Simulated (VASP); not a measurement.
# GaAs (d.b): single point with PBE+D3(BJ)

Crystal: GaAs (d.b).

```xyz
2
Lattice="0.0000 2.8350 2.8350 2.8350 0.0000 2.8350 2.8350 2.8350 0.0000" Properties=species:S:1:pos:R:3 pbc="T T T"
Ga    0.0000    0.0000    0.0000
As    1.4175    1.4175    1.4175
```

* Program: VASP 6.6.1
* Task: single point
* Functional: PBE
* Dispersion: D3(BJ)
* Potentials or basis: VASP PAW PBE potentials, release 64 (Ga_d, As)
* Cutoff: 500 eV
* k mesh: 6 × 6 × 6
* Occupations: gaussian, width 0.1 eV
* Spin: no spin polarisation

```json
{
  "Pressure": "0.3 GPa",
  "Band gap on the k mesh": "0.45 eV, direct",
  "Dispersion energy per atom": "-0.322 eV"
}
```

Levels at points of the mesh, in eV from the valence-band top:
```
           k point  band 6  band 7  band 8  band 9  band 10  band 11  band 12  band 13
(0.00, 0.00, 0.00)  -12.66    0.00    0.00    0.00     0.45     3.72     3.72     3.72
(0.50, 0.00, 0.00)  -10.93   -6.60   -1.13   -1.13     0.97     4.63     4.63     7.74
(0.50, 0.50, 0.00)  -10.20   -6.78   -2.65   -2.65     1.47     1.66    10.09    10.09
```

Run time: 23 s on 1 thread of Intel Xeon 8259CL (shared host), peak memory 0.18 GiB.
